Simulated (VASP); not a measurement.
# Si3BTe2 (P4/mmm) in VASP: notebook, part 2 of 2

VASP 6.6.1. Earlier steps stand in the parts before.

### Step 4. Single point, PBE

This run uses another cell than the first one, of 25.05 Å³/atom.

INCAR

```
SYSTEM = Si3BTe2
ALGO = Normal
EDIFF = 1E-6
ENCUT = 520
GGA = PE
ISIF = 2
ISMEAR = 0
LASPH = .TRUE.
LCHARG = .FALSE.
LREAL = .FALSE.
LWAVE = .FALSE.
NBANDS = 22
NELM = 100
PREC = Accurate
SIGMA = 0.1
```

KPOINTS

```
k-points
0
G
  10 10 4
  0 0 0
```

POSCAR

```
Si3BTe2
1.0
    3.6454504185      0.0000000000      0.0000000000
    0.0000000000      3.6454504185      0.0000000000
    0.0000000000      0.0000000000     11.3094775644
Si B Te
3 1 2
Direct
    0.5000000000      0.5000000000      0.7531080694
    0.5000000000      0.5000000000      0.2468919306
    0.0000000000      0.0000000000      0.5000000000
    0.0000000000      0.0000000000      0.0000000000
    0.5000000000      0.5000000000      0.5000000000
    0.5000000000      0.5000000000      0.0000000000
```

Potentials or basis: VASP PAW PBE potentials, release 64 (Si, B, Te).

Started as:

```console
$ cat potpaw_PBE.64/Si/POTCAR potpaw_PBE.64/B/POTCAR potpaw_PBE.64/Te/POTCAR > POTCAR
$ mpirun -np 1 vasp_std > vasp.out
```

OUTCAR:

```text
SYSTEM = Si3BTe2
   EDIFF = 1E-6
   ENCUT = 520
   GGA = PE
   ISIF = 2
   ISMEAR = 0
   LASPH = .TRUE.
   LREAL = .FALSE.
   NELM = 100
   PREC = Accurate

 ion  position               nearest neighbor table
   1  0.500  0.500  0.753-   6 2.79   5 2.86
   2  0.500  0.500  0.247-   6 2.79   5 2.86
   3  0.000  0.000  0.500-   5 2.58   5 2.58   5 2.58   5 2.58
   4  0.000  0.000  0.000-   6 2.58   6 2.58   6 2.58   6 2.58
   5  0.500  0.500  0.500-   3 2.58   3 2.58   3 2.58   3 2.58   1 2.86   2 2.86
   6  0.500  0.500  0.000-   4 2.58   4 2.58   4 2.58   4 2.58   1 2.79   2 2.79

  LATTYP: Found a simple tetragonal cell.
 ALAT       =     3.6454504185
 C/A-ratio  =     3.1023539662

  Lattice vectors:

 A1 = (   3.6454504185,   0.0000000000,   0.0000000000)
 A2 = (   0.0000000000,   3.6454504185,   0.0000000000)
 A3 = (   0.0000000000,   0.0000000000,  11.3094775644)

Analysis of symmetry for initial positions (statically):
=====================================================================
 Subroutine PRICEL returns:
 Original cell was already a primitive cell.

 Routine SETGRP: Setting up the symmetry group for a
 simple tetragonal supercell.

 Subroutine GETGRP returns: Found 16 space group operations
 (whereof 16 operations were pure point group operations)
 out of a pool of 16 trial point group operations.

The static configuration has the point symmetry D_4h.

Analysis of symmetry for dynamics (positions and initial velocities):
=====================================================================
 Subroutine PRICEL returns:
 Original cell was already a primitive cell.

 Routine SETGRP: Setting up the symmetry group for a
 simple tetragonal supercell.

 Subroutine GETGRP returns: Found 16 space group operations
 (whereof 16 operations were pure point group operations)
 out of a pool of 16 trial point group operations.

The dynamic configuration has the point symmetry D_4h.

 Subroutine INISYM returns: Found 16 space group operations
 (whereof 16 operations are pure point group operations),
 and found     1 'primitive' translations

----------------------------------------------------------------------------------------

                                     Primitive cell

  volume of cell :     150.2951

  direct lattice vectors                    reciprocal lattice vectors
     3.645450418  0.000000000  0.000000000     0.274314525  0.000000000  0.000000000
     0.000000000  3.645450418  0.000000000     0.000000000  0.274314525  0.000000000
     0.000000000  0.000000000 11.309477564     0.000000000  0.000000000  0.088421414

  length of vectors
     3.645450418  3.645450418 11.309477564     0.274314525  0.274314525  0.088421414

  position of ions in fractional coordinates (direct lattice)
     0.500000000  0.500000000  0.753108069
     0.500000000  0.500000000  0.246891931
     0.000000000  0.000000000  0.500000000
     0.000000000  0.000000000  0.000000000
     0.500000000  0.500000000  0.500000000
     0.500000000  0.500000000  0.000000000

  ion indices of the primitive-cell ions
   primitive index   ion index
                 1           1
                 2           2
                 3           3
                 4           4
                 5           5
                 6           6

----------------------------------------------------------------------------------------

 KPOINTS: k-points

Automatic generation of k-mesh.
 Grid dimensions read from file:
 generate k-points for:   10   10    4

 Generating k-lattice:

  Cartesian coordinates                     Fractional coordinates (reciprocal lattice)
     0.027431453  0.000000000  0.000000000     0.100000000  0.000000000  0.000000000
     0.000000000  0.027431453  0.000000000     0.000000000  0.100000000  0.000000000
     0.000000000  0.000000000  0.022105354     0.000000000  0.000000000  0.250000000

  Length of vectors
     0.027431453  0.027431453  0.022105354

  Shift w.r.t. Gamma in fractional coordinates (k-lattice)
     0.000000000  0.000000000  0.000000000

[... 35 lines left out ...]
   EDIFF  = 0.1E-05   stopping-criterion for ELM
   LREAL  =      F    real-space projection
[... 7 lines left out ...]
   TEBEG  =    0.0;   TEEND  =   0.0 temperature during run
   PSTRESS=    0.0 pullay stress
   NELECT =      27.0000    total number of electrons
   NUPDOWN=      -1.0000    fix difference up-down
   EMIN   =  10.00;   EMAX   =-10.00  energy-range for DOS
   EFERMI =   0.00;   METHOD = LEGACY
   ISMEAR =     0;   SIGMA  =   0.10  broadening in eV -4-tet -1-fermi 0-gaus
   EFERMI_NEDOS =   21; number of points for ismear=-14 and -15
   IALGO  =     38    algorithm
   IMIX   =      4    mixing-type and parameters
     AMIX     =   0.40;   BMIX     =  1.00
     AMIX_MAG =   1.60;   BMIX_MAG =  1.00
  volume/ion in A,a.u.               =      25.05       169.04
  Fermi-wavevector in a.u.,A,eV,Ry     =   0.923736  1.745608 11.609686  0.853288
  Thomas-Fermi vector in A             =   2.049405
   LORBIT       =      0    0 simple, 1 ext, 2 COOP (PROOUT), +10 PAW based schemes
   GGA     = PE    functional components
   LHFCALC =     F    Hartree Fock is set to
   AEXX    =    0.0000 exact exchange contribution
   IVDW    =     0    specifies the selected vdW correction
   LEPSILON=     F    determine dielectric tensor
   LRPA    =     F    only Hartree local field effects (RPA)
 non-spin polarized calculation
 Gauss-broadening in eV      SIGMA  =   0.10
  energy-cutoff  :      520.00
  volume of cell :      150.30
 maximum number of plane-waves:      4098
 NGX is ok and might be reduce to    28
   NGX = 13   NGY = 13   NGZ = 43

 number of electron      26.9999997 magnetization

 Free energy of the ion-electron system (eV)
  ---------------------------------------------------
  ext. energy  EPLUGINS =         0.00000000
  ---------------------------------------------------
  free energy    TOTEN  =       -20.85056883 eV

  energy without entropy =      -20.83243072  energy(sigma->0) =      -20.84149978

 E-fermi :   5.2756     XC(G=0):  -9.1368

 val. band max:        5.2638602563   @ k =   0.2000   0.0000   0.5000
 cond. band min:       5.2901372426   @ k =   0.5000   0.3000   0.2500
 fundamental gap:      0.0262769863
 Fermi energy:         5.2755992947

 k-point     1 :       0.0000    0.0000    0.0000
  band No.  band energies     occupation
      1      -9.4228      2.00000
      2      -8.1725      2.00000
      3      -3.3820      2.00000
      4      -1.7737      2.00000
      5      -0.6221      2.00000
      6       1.4082      2.00000
[... 589 lines left out ...]
     21       9.2694      0.00000
     22       9.5195      0.00000

 [... further k-points ...]

------------------------ aborting loop because EDIFF is reached ----------------------------------------

  FORCE on cell =-STRESS in cart. coord.  units (eV):
  Direction    XX          YY          ZZ          XY          YZ          ZX
  --------------------------------------------------------------------------------------
  -------------------------------------------------------------------------------------
  Total        0.0136699      0.0136699      0.0532368      0.0000000     -0.0000000      0.0000000
  in kB        0.1457243      0.1457243      0.5675154      0.0000000     -0.0000000      0.0000000
  external PRESSURE =       0.2863213 kB  Pullay stress =       0.0000000 kB

 VOLUME and BASIS-vectors are now :
 -----------------------------------------------------------------------------
  energy-cutoff  :      520.00
  volume of cell :      150.30
      direct lattice vectors                 reciprocal lattice vectors
     3.645450418  0.000000000  0.000000000     0.274314525  0.000000000  0.000000000
     0.000000000  3.645450418  0.000000000     0.000000000  0.274314525  0.000000000
     0.000000000  0.000000000 11.309477564     0.000000000  0.000000000  0.088421414

 POSITION                                       TOTAL-FORCE (eV/Angst)
 -----------------------------------------------------------------------------------
      1.82273      1.82273      8.51726         0.000000      0.000000      0.001036
      1.82273      1.82273      2.79222         0.000000      0.000000     -0.001036
      0.00000      0.00000      5.65474         0.000000      0.000000      0.000000
      0.00000      0.00000      0.00000         0.000000      0.000000      0.000000
      1.82273      1.82273      5.65474         0.000000      0.000000      0.000000
      1.82273      1.82273      0.00000         0.000000      0.000000      0.000000
 -----------------------------------------------------------------------------------
    total drift:                               -0.000000      0.000000     -0.000000

  FREE ENERGIE OF THE ION-ELECTRON SYSTEM (eV)
  ---------------------------------------------------
  free  energy   TOTEN  =       -20.8505688285 eV

  energy  without entropy=      -20.8324307227  energy(sigma->0) =      -20.84149978
```

OSZICAR:

```text
N       E                     dE             d eps       ncg     rms          rms(c)
DAV:   1     0.821083519348E+02    0.82108E+02   -0.99292E+03  2772   0.984E+02
DAV:   2    -0.144848610785E+02   -0.96593E+02   -0.92116E+02  3542   0.144E+02
DAV:   3    -0.208847949418E+02   -0.63999E+01   -0.62650E+01  3566   0.362E+01
DAV:   4    -0.210251888949E+02   -0.14039E+00   -0.13973E+00  3774   0.605E+00
DAV:   5    -0.210276766385E+02   -0.24877E-02   -0.24872E-02  3758   0.766E-01    0.136E+01
DAV:   6    -0.208840883348E+02    0.14359E+00   -0.10064E+00  3326   0.284E+00    0.805E+00
DAV:   7    -0.209652363114E+02   -0.81148E-01   -0.10757E+00  3558   0.268E+00    0.323E+00
DAV:   8    -0.208504148961E+02    0.11482E+00   -0.64653E-01  3500   0.185E+00    0.119E+00
DAV:   9    -0.208508188633E+02   -0.40397E-03   -0.23498E-02  3212   0.620E-01    0.548E-01
DAV:  10    -0.208507970065E+02    0.21857E-04   -0.45835E-03  3316   0.271E-01    0.124E-01
DAV:  11    -0.208505608902E+02    0.23612E-03   -0.96603E-04  3294   0.125E-01    0.477E-02
DAV:  12    -0.208505662466E+02   -0.53564E-05   -0.89371E-05  3386   0.393E-02    0.295E-02
DAV:  13    -0.208505698763E+02   -0.36297E-05   -0.22943E-05  3438   0.198E-02    0.975E-03
DAV:  14    -0.208505687887E+02    0.10876E-05   -0.49672E-06  3316   0.834E-03    0.467E-03
DAV:  15    -0.208505688285E+02   -0.39847E-07   -0.31985E-07  1884   0.270E-03
   1 F= -.20850569E+02 E0= -.20841500E+02  d E =-.181381E-01
```

It took 1.8 min on 1 thread of Intel Xeon 6975P-C (Granite Rapids), shared host; peak memory 0.35 GiB.

What came out:

* Free energy: -20.8506 eV
* Pressure: 0.0 GPa
* Band gap on the k mesh: zero (an odd number of electrons rules out a gap without spin polarisation)

Levels at points of the mesh, in eV from the Fermi level:
```tsv
k point	band 10	band 11	band 12	band 13	band 14	band 15	band 16	band 17
(0.00, 0.00, 0.00)	-2.76	-2.76	-1.95	0.11	1.92	1.95	2.04	2.13
(0.50, 0.00, 0.00)	-1.45	-0.81	-0.48	-0.35	0.27	0.31	0.60	1.55
(0.50, 0.50, 0.00)	-4.96	-3.95	-1.20	-1.20	-0.38	-0.38	-0.05	0.44
(0.00, 0.00, 0.50)	-2.77	-2.77	-2.62	1.51	1.51	1.95	2.35	2.35
(0.50, 0.00, 0.50)	-2.25	-1.86	-0.36	0.31	0.42	0.60	0.78	1.43
(0.50, 0.50, 0.50)	-5.44	-2.06	-1.95	-0.89	-0.89	-0.81	-0.81	0.02
```

Caveat: spin-orbit coupling is left out, which moves the levels of the heavy elements; an odd number of electrons without spin polarisation forces a metal; a magnetic or distorted state may lie lower.

### Step 5. Relaxation of cell and atoms, PBE

This run uses another cell than the first one, of 25.56 Å³/atom.

INCAR

```
SYSTEM = Si3BTe2
ALGO = Normal ; EDIFF = 1E-7
EDIFFG = -0.04 ; ENCUT = 600
GGA = PE ; IBRION = 2
ISIF = 3 ; ISMEAR = 0
LASPH = .True. ; LCHARG = .False.
LREAL = .False. ; LWAVE = .False.
NELM = 100 ; NSW = 90
PREC = Accurate ; SIGMA = 0.1
```

KPOINTS

```
k-points
0
Gamma
  6 6 2
  0 0 0
```

POSCAR

```
Si3BTe2
1.0
    3.7313736304      0.0000000000      0.0000000000
    0.0000000000      3.7313736304      0.0000000000
    0.0000000000      0.0000000000     11.0157971339
Si B Te
3 1 2
Direct
    0.5000000000      0.5000000000      0.7582371379
    0.5000000000      0.5000000000      0.2417628621
    0.0000000000      0.0000000000      0.5000000000
    0.0000000000      0.0000000000      0.0000000000
    0.5000000000      0.5000000000      0.5000000000
    0.5000000000      0.5000000000      0.0000000000
```

Started as:

```console
$ cat potpaw_PBE.64/Si/POTCAR potpaw_PBE.64/B/POTCAR potpaw_PBE.64/Te/POTCAR > POTCAR
$ mpirun -np 1 vasp_std > vasp.out
```

It took 2.8 min on 1 thread of Intel Xeon 6975P-C (Granite Rapids), shared host; peak memory 0.31 GiB.

The run converged. Its results:

- Free energy: -20.6795 eV
- Relaxed volume: 25.03 Å³/atom
- Relaxed cell: a = 3.620 Å, b = 3.620 Å, c = 11.457 Å, α = 90.00°, β = 90.00°, γ = 90.00°
- Space group after relaxing (to 0.1 Å): P4/mmm (No. 123)
- Energy gained by relaxing: 20.1 meV/atom
- Ionic steps: 5
- Pressure after relaxing: 0.0 GPa
- Largest force after relaxing: 0.028 eV/Å
- Band gap on the k mesh: zero (an odd number of electrons rules out a gap without spin polarisation)

Forces on the atoms (eV/Å):
```
Si   0.000  0.000  0.028
Si   0.000  0.000 -0.028
Si   0.000  0.000  0.000
B    0.000  0.000  0.000
Te   0.000  0.000  0.000
Te   0.000  0.000  0.000
```

Stress tensor (GPa, compression positive):
```
-0.04  0.00  0.00
 0.00 -0.04  0.00
 0.00  0.00  0.22
```

The path:
```csv
step,energy change (eV),largest force (eV/Å),pressure (GPa),volume (Å³)
1,0.0000,0.1592,-0.64,153.37
2,-0.0901,0.0691,-0.10,151.05
3,-0.1165,0.0109,0.15,149.42
4,-0.1186,0.0112,0.35,148.81
5,-0.1207,0.0278,0.05,150.16
```

Final structure:
```
Si B Te
1.0
     3.62026    0.00000    0.00000
     0.00000    3.62026    0.00000
     0.00000    0.00000   11.45682
Si B Te
3 1 2
Direct
  0.50000 0.50000 0.75694
  0.50000 0.50000 0.24306
  0.00000 0.00000 0.50000
  0.00000 0.00000 0.00000
  0.50000 0.50000 0.50000
  0.50000 0.50000 0.00000
```

Levels at points of the mesh, in eV from the Fermi level:
```
           k point  band 10  band 11  band 12  band 13  band 14  band 15  band 16  band 17
(0.00, 0.00, 0.00)    -2.81    -2.69    -2.21    -0.02     1.89     1.91     2.22     2.22
(0.50, 0.00, 0.00)    -1.53    -0.92    -0.70    -0.31     0.24     0.30     0.57     1.63
(0.50, 0.50, 0.00)    -4.98    -3.83    -1.20    -1.20    -0.45    -0.45    -0.05     0.27
(0.00, 0.00, 0.50)    -2.81    -2.81    -2.56     1.46     1.47     1.91     2.44     2.44
(0.50, 0.00, 0.50)    -2.34    -1.82    -0.32     0.23     0.30     0.57     0.72     1.50
(0.50, 0.50, 0.50)    -5.48    -2.06    -1.98    -0.87    -0.87    -0.87    -0.87     0.02
```

Caveat: the highest band is partly filled, so the run has too few bands; spin-orbit coupling is left out, which moves the levels of the heavy elements; an odd number of electrons without spin polarisation forces a metal; a magnetic or distorted state may lie lower.

### Step 6. Relaxation of cell and atoms, PBE

INCAR

```
SYSTEM = Si3BTe2
ALGO = Normal ; EDIFF = 1E-7
EDIFFG = -0.01 ; ENCUT = 600
GGA = PE ; IBRION = 2
ISIF = 3 ; ISMEAR = 0
LASPH = .True. ; LCHARG = .False.
LREAL = .False. ; LWAVE = .False.
NELM = 80 ; NSW = 100
PREC = Accurate ; SIGMA = 0.1
```

KPOINTS

```
k-points
0
Gamma
  10 10 4
  0 0 0
```

POSCAR

```
Si3BTe2
1.0
    3.6180024001      0.0000000000      0.0000000000
    0.0000000000      3.6180024001      0.0000000000
    0.0000000000      0.0000000000     11.5695326145
Si B Te
3 1 2
Direct
    0.5000000000      0.5000000000      0.7587815846
    0.5000000000      0.5000000000      0.2412184154
    0.0000000000      0.0000000000      0.5000000000
    0.0000000000      0.0000000000      0.0000000000
    0.5000000000      0.5000000000      0.5000000000
    0.5000000000      0.5000000000      0.0000000000
```

Potentials or basis: VASP PAW PBE potentials, release 64 (Si, B, Te).

Started as:

```console
$ cat potpaw_PBE.64/Si/POTCAR potpaw_PBE.64/B/POTCAR potpaw_PBE.64/Te/POTCAR > POTCAR
$ mpirun -np 1 vasp_std > vasp.out
```

It took 15 min on 1 thread of Intel Xeon 6975P-C (Granite Rapids), shared host; peak memory 0.44 GiB.

It converged, with:

* Free energy: -20.8509 eV
* Relaxed volume: 25.09 Å³/atom
* Relaxed cell: a = 3.647 Å, b = 3.647 Å, c = 11.320 Å, α = 90.00°, β = 90.00°, γ = 90.00°
* Space group after relaxing (to 0.1 Å): P4/mmm (No. 123)
* Energy gained by relaxing: 4.4 meV/atom
* Ionic steps: 11
* Pressure after relaxing: 0.0 GPa
* Largest force after relaxing: 0.010 eV/Å

Forces in eV/Å, atoms in the order of the input:
```
Si   0.000  0.000  0.010
Si   0.000  0.000 -0.010
Si   0.000  0.000  0.000
B    0.000  0.000  0.000
Te   0.000  0.000  0.000
Te   0.000  0.000  0.000
```

The path:
```csv
step,energy change (eV),largest force (eV/Å),pressure (GPa),volume (Å³)
1,0.0000,0.0314,-0.28,151.44
2,-0.0173,0.0858,-0.07,150.48
3,-0.0190,0.1117,0.04,150.08
4,-0.0190,0.1135,0.05,150.06
5,-0.0203,0.1036,0.01,150.19
6,-0.0234,0.0744,-0.09,150.60
7,-0.0251,0.0122,-0.25,151.41
8,-0.0260,0.0117,-0.06,150.73
9,-0.0260,0.0150,-0.04,150.64
10,-0.0261,0.0121,-0.04,150.60
11,-0.0262,0.0098,-0.03,150.57
```

Final structure:
```
CELL_PARAMETERS angstrom
3.64704 0.00000 0.00000
0.00000 3.64704 0.00000
0.00000 0.00000 11.31995
ATOMIC_POSITIONS crystal
Si 0.50000 0.50000 0.75271
Si 0.50000 0.50000 0.24729
Si 0.00000 0.00000 0.50000
B 0.00000 0.00000 0.00000
Te 0.50000 0.50000 0.50000
Te 0.50000 0.50000 0.00000
```

Levels at points of the mesh, in eV from the Fermi level:
```tsv
k point	band 10	band 11	band 12	band 13	band 14	band 15	band 16	band 17
(0.00, 0.00, 0.00)	-2.76	-2.76	-1.95	0.10	1.92	1.95	2.04	2.13
(0.50, 0.00, 0.00)	-1.45	-0.80	-0.48	-0.35	0.26	0.31	0.60	1.55
(0.50, 0.50, 0.00)	-4.97	-3.94	-1.20	-1.20	-0.39	-0.39	-0.05	0.43
(0.00, 0.00, 0.50)	-2.76	-2.76	-2.63	1.50	1.51	1.95	2.34	2.34
(0.50, 0.00, 0.50)	-2.24	-1.86	-0.35	0.31	0.43	0.60	0.77	1.42
(0.50, 0.50, 0.50)	-5.44	-2.06	-1.95	-0.89	-0.89	-0.80	-0.80	0.02
```

Caveat: the highest band is partly filled, so the run has too few bands; spin-orbit coupling is left out, which moves the levels of the heavy elements.

### Step 7. Overview

| task | cell | k mesh | cutoff (eV) | gap on the mesh (eV) | pressure (GPa) | relaxed volume (Å³/atom) | largest force (eV/Å) |
| --- | --- | --- | --- | --- | --- | --- | --- |
| single point | a = 3.618, b = 3.618, c = 11.570 Å, 6 atoms, atomic positions A | 6 × 6 × 2 | 520 | none | -0.1 | - | 0.03 |
| relaxation of cell and atoms | relaxed from a = 4.080, b = 4.080, c = 8.189 Å, 6 atoms, atomic positions B | 4 × 4 × 2 | 600 | none | 0.0 | 25.62 | 0.02 |
| single point | a = 3.645, b = 3.645, c = 11.309 Å, 6 atoms, atomic positions C | 10 × 10 × 4 | 520 | none | 0.0 | - | - |
| relaxation of cell and atoms | relaxed from a = 3.731, b = 3.731, c = 11.016 Å, 6 atoms, atomic positions D | 6 × 6 × 2 | 600 | none | 0.0 | 25.03 | 0.03 |
| relaxation of cell and atoms | relaxed from a = 3.618, b = 3.618, c = 11.570 Å, 6 atoms, atomic positions A | 10 × 10 × 4 | 600 | - | 0.0 | 25.09 | 0.01 |

Alike in all rows: level PBE; potentials or basis VASP PAW PBE potentials, release 64 (Si, B, Te); no spin polarisation; smearing gaussian 0.1 eV.

Caveats: some runs use coarse meshes; spin-orbit coupling is left out, which moves the levels of the heavy elements; an odd number of electrons without spin polarisation forces a metal (at least some runs); a magnetic or distorted state may lie lower (at least some runs); the highest band is partly filled, so the run has too few bands (at least some runs); a cell axis changed by over 15 % at a fixed basis, so the end point is rough (at least some runs).

Total energies depend on the potentials used, so only differences within one code and one set of settings carry meaning.

The gap in the log of VASP goes by the Fermi energy; the results here count the filled bands.